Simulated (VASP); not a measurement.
Set up this calculation in VASP 6.6.1, as the native input.

```
Task                   : single point
Functional             : PBE
Potentials or basis    : VASP PAW PBE potentials, release 64 (Zn, Se)
Cutoff                 : 520 eV
k mesh                 : 2 × 2 × 2
Occupations            : gaussian, width 0.01 eV
Spin                   : no spin polarisation
Dipole correction      : no
Further INCAR settings : ALGO = Normal; EDIFF = 1e-06; NBANDS = 16
```

The structure of ZnSe lies in POSCAR:

```
ZnSe
1.0
    0.0000000000      2.8350000000      2.8350000000
    2.8350000000      0.0000000000      2.8350000000
    2.8350000000      2.8350000000      0.0000000000
Zn Se
1 1
Direct
    0.0000000000      0.0000000000      0.0000000000
    0.2500000000      0.2500000000      0.2500000000
```

One way to write it, as run:

INCAR

```
SYSTEM = ZnSe
PREC = Accurate
ENCUT = 520
EDIFF = 1E-6
ISMEAR = 0
SIGMA = 0.01
LREAL = .False.
LASPH = .True.
NELM = 100
ALGO = Normal
ISIF = 2
LWAVE = .False.
LCHARG = .True.
GGA = PE
LELF = .True.
LVHAR = .True.
NBANDS = 16
```

KPOINTS

```
Automatic mesh
0
Gamma
  2 2 2
  0 0 0
```

Potentials or basis: VASP PAW PBE potentials, release 64 (Zn, Se).

The run is started by

```sh
$ cat potpaw_PBE.64/Zn/POTCAR potpaw_PBE.64/Se/POTCAR > POTCAR
$ mpirun -np 1 vasp_std > vasp.out
```

It gave:

The pressure is 8.1 GPa and the band gap on the k mesh is 1.16 eV, direct.

Caveat: the k points lie up to 0.96 Å⁻¹ apart.

It took 6.2 s on 1 thread of Intel(R) Xeon(R) Platinum 8488C (Sapphire Rapids), on a shared host, peak memory 0.16 GiB.
